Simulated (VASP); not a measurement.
Input of a VASP 6.6.1 run:

Contents of INCAR:

```
SYSTEM = Co
PREC = Accurate
ENCUT = 520
EDIFF = 1E-7
ISMEAR = 0
SIGMA = 0.1
LREAL = .False.
LASPH = .True.
NELM = 150
ALGO = Normal
ISIF = 2
LWAVE = .False.
LCHARG = .False.
ISPIN = 2
MAGMOM = 1.8 1.8 1.8 1.8 1.8 1.8
LORBIT = 11
LMAXMIX = 4
GGA = PS
NBANDS = 40
```

File KPOINTS:

```
Automatic mesh
0
Gamma
  6 6 6
  0 0 0
```

Contents of POSCAR:

```
Co
1.0
    0.0000000000      3.2173717600      3.2173717600
    3.2173717600      0.0000000000      3.2173717600
    3.2173717600      3.2173717600      0.0000000000
Co
6
Direct
    0.2500000000      0.2500000000      0.2500000000
    0.0000000000      0.0000000000      0.0000000000
    0.6250000000      0.6250000000      0.1250000000
    0.6250000000      0.1250000000      0.6250000000
    0.1250000000      0.6250000000      0.6250000000
    0.6250000000      0.6250000000      0.6250000000
```

Potentials or basis: VASP PAW PBE potentials, release 64 (Co).

The run is started by

```bash
$ cat potpaw_PBE.64/Co/POTCAR > POTCAR
$ mpirun -np 1 vasp_std > vasp.out
```

(1) Predict the site moments.

(2) Estimate the band gap on the k mesh.

## Answers

(1) Co +1.74, +1.66 μB.

(2) zero (filled and empty bands overlap).
